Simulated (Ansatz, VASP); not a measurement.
## Two plane-wave programs on AlGa3N4

POSCAR

```
AlGa3N4
1.0
    4.5769780635      0.0000000000      0.0000000000
    0.0000000000      4.5769780635      0.0000000000
    0.0000000000      0.0000000000      4.6886116748
Al Ga N
1 3 4
Direct
    0.0000000000      0.0000000000      0.0000000000
    0.5000000000      0.5000000000      0.0000000000
    0.5000000000      0.0000000000      0.5000000000
    0.0000000000      0.5000000000      0.5000000000
    0.7553510553      0.7553510553      0.2446489447
    0.7553510553      0.2446489447      0.7553510553
    0.2446489447      0.7553510553      0.7553510553
    0.2446489447      0.2446489447      0.2446489447
```

The input INCAR.step1:

```
SYSTEM = AlGa3N4
  ALGO = Normal
  EDIFF = 1E-4
  ENCUT = 520
  GGA = PE
  ISMEAR = 0
  LASPH = .TRUE.
  LCHARG = .FALSE.
  LREAL = .FALSE.
  LWAVE = .TRUE.
  NBANDS = 41
  NELM = 80
  PREC = Accurate
  SIGMA = 0.05
```

The input INCAR.step2:

```
SYSTEM = AlGa3N4
  ALGO = Normal
  EDIFF = 1E-6
  ENCUT = 520
  ISIF = 2
  ISMEAR = 0
  ISTART = 1
  LASPH = .TRUE.
  LCHARG = .FALSE.
  LMIXTAU = .TRUE.
  LREAL = .FALSE.
  LWAVE = .FALSE.
  METAGGA = R2SCAN
  NBANDS = 41
  NELM = 80
  PREC = Accurate
  SIGMA = 0.05
```

The input KPOINTS:

```
k-points
0
G
  6 6 6
  0 0 0
```

Input for Ansatz:

```yaml
crystal:
  lattice:
    - [4.5769780635, 0.0, 0.0]
    - [0.0, 4.5769780635, 0.0]
    - [0.0, 0.0, 4.6886116748]
  atoms:
    - { symbol: Al, position: [0.0, 0.0, 0.0] }
    - { symbol: Ga, position: [0.5, 0.5, 0.0] }
    - { symbol: Ga, position: [0.5, 0.0, 0.5] }
    - { symbol: Ga, position: [0.0, 0.5, 0.5] }
    - { symbol: "N", position: [0.7553510553, 0.7553510553, 0.2446489447] }
    - { symbol: "N", position: [0.7553510553, 0.2446489447, 0.7553510553] }
    - { symbol: "N", position: [0.2446489447, 0.7553510553, 0.7553510553] }
    - { symbol: "N", position: [0.2446489447, 0.2446489447, 0.2446489447] }
basis:
  ecutwfc: 500
kpoints:
  mp_grid: { grid: [6, 6, 6] }
hamiltonian:
  xc: r2scan
scf:
  occupations: { method: gaussian, width: 0.05 }
output:
  forces: true
  stress: true
  eigenvalues: true
```

Change from the starting cell: strain +0.025 along x and y, +0.050 along z, atoms carried along.

Alike in both runs: task single point; functional r2SCAN; k mesh 6 × 6 × 6; occupations gaussian, width 0.05 eV; no spin polarisation.

|  | VASP | Ansatz |
| --- | --- | --- |
| version | VASP 6.6.1 | Ansatz 0.2.0 |
| potentials or method | VASP PAW PBE potentials, release 64 (Al, Ga_d, N), cutoff 520 eV | scalar-relativistic, plane waves, PAW |
| valence electrons in the cell | 62 | 62 |

```tsv
	VASP	Ansatz	Ansatz less VASP
gap on the k mesh at the Fermi level (eV)	2.07	2.07	-0.003
least direct gap on the mesh (eV)	2.07	2.07	-0.003
pressure (GPa)	-15.5	-16.0	-0.52
traceless stress, the component that is largest in VASP (GPa)	-2.30	-2.37	-0.063
rms of the force components (eV/Å)	0.028	0.007	-0.0210
```

VASP's potentials were made for PBE, not for r2SCAN. Atom by atom the forces differ by 0.027 eV/Å (rms over components).
